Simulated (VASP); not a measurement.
Input of a VASP 6.6.1 run:

File INCAR:

```
ALGO     = Normal         # electronic algorithm
EDIFF    = 1E-6           # SCF threshold, eV
EDIFFG   = -0.04          # ionic threshold
ENCUT    = 600            # plane-wave cutoff, eV
GGA      = PE             # functional
IBRION   = 2              # ionic algorithm
ISIF     = 3              # what is computed and relaxed
ISMEAR   = 0              # smearing method
ISPIN    = 2              # spin polarisation
LASPH    = True           # aspherical terms in the spheres
LCHARG   = False          # write CHGCAR
LMAXMIX  = 4              # l up to which the mixer works
LORBIT   = 11             # projections on sites
LREAL    = False          # projectors in reciprocal space
LWAVE    = False          # write WAVECAR
MAGMOM   = 0.24 0 0 0     # initial moments
NELM     = 150            # most SCF steps
NSW      = 90             # ionic steps
PREC     = Accurate       # precision mode
SIGMA    = 0.1            # smearing width, eV
```

KPOINTS

```
k-points
0
Gamma
  6 6 6
```

POSCAR

```
NiH3
1.0
    2.9688842105      0.0000000000      0.0000000000
    0.0000000000      2.9688842105      0.0000000000
    0.0000000000      0.0000000000      2.9688842105
Ni H
1 3
Direct
    0.0000000000      0.0000000000      0.0000000000
    0.0000000000      0.5000000000      0.5000000000
    0.5000000000      0.0000000000      0.5000000000
    0.5000000000      0.5000000000      0.0000000000
```

Potentials or basis: VASP PAW PBE potentials, release 64 (Ni, H).

Command:

```sh
$ cat potpaw_PBE.64/Ni/POTCAR potpaw_PBE.64/H/POTCAR > POTCAR
$ mpirun -np 1 vasp_std > vasp.out
```

Task: Predict the space group after relaxing (to 0.05 Å).

Result: Pm-3m (No. 221).

Task: Predict the relaxed cell.

Result: a = 2.664 Å, b = 2.664 Å, c = 2.664 Å, α = 90.00°, β = 90.00°, γ = 90.00°.

Final structure:
```
Ni H
1.0
     2.66372    0.00000    0.00000
     0.00000    2.66372    0.00000
     0.00000    0.00000    2.66372
Ni H
1 3
Direct
  0.00000 0.00000 0.00000
  0.00000 0.50000 0.50000
  0.50000 0.00000 0.50000
  0.50000 0.50000 0.00000
```
